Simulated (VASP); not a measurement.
Runs of VASP 6.6.1 on B2SbP3. The structure is that of space group P4/mmm (No. 123), or close to it. The cells are those of the table. The cell was built from a structure type or drawn by symmetry, and may not be a known phase.

```csv
task,cell,k mesh,cutoff (eV),gap on the mesh (eV),pressure (GPa),relaxed volume (Å³/atom)
single point,"a = 5.285, b = 5.285, c = 3.695 Å, 6 atoms",4 × 4 × 6,520,none,-0.1,-
single point,"a = 5.397, b = 5.397, c = 3.648 Å, 6 atoms",4 × 4 × 4,520,none,-0.1,-
relaxation of cell and atoms,"relaxed from a = 4.510, b = 4.510, c = 5.548 Å, 6 atoms",4 × 4 × 4,600,none,0.1,17.66
relaxation of cell and atoms,"relaxed from a = 5.285, b = 5.285, c = 3.695 Å, 6 atoms",8 × 8 × 10,600,none,0.0,17.42
single point,"a = 4.510, b = 4.510, c = 5.548 Å, 6 atoms",4 × 4 × 4,520,none,17.5,-
relaxation of cell and atoms,"relaxed from a = 5.397, b = 5.397, c = 3.648 Å, 6 atoms",4 × 4 × 6,600,none,0.0,(a)
single point,"a = 5.298, b = 5.298, c = 3.725 Å, 6 atoms",8 × 8 × 10,520,none,-0.1,-
```

Alike in all rows: level PBE; potentials or basis VASP PAW PBE potentials, release 64 (B, Sb, P); no spin polarisation; smearing gaussian 0.1 eV.

Q: Fill in the values left out.

A: (a) 17.18.

Caveats: some runs use coarse meshes; spin-orbit coupling is left out, which moves the levels of the heavy elements; a cell axis changed by over 15 % at a fixed basis, so the end point is rough (at least some runs); the cell stands under pressure (at least some runs).

A k mesh can miss the band edges, and the runs leave out spin-orbit coupling on Sb.

A gap of «none» marks levels without a gap at the run's occupations.
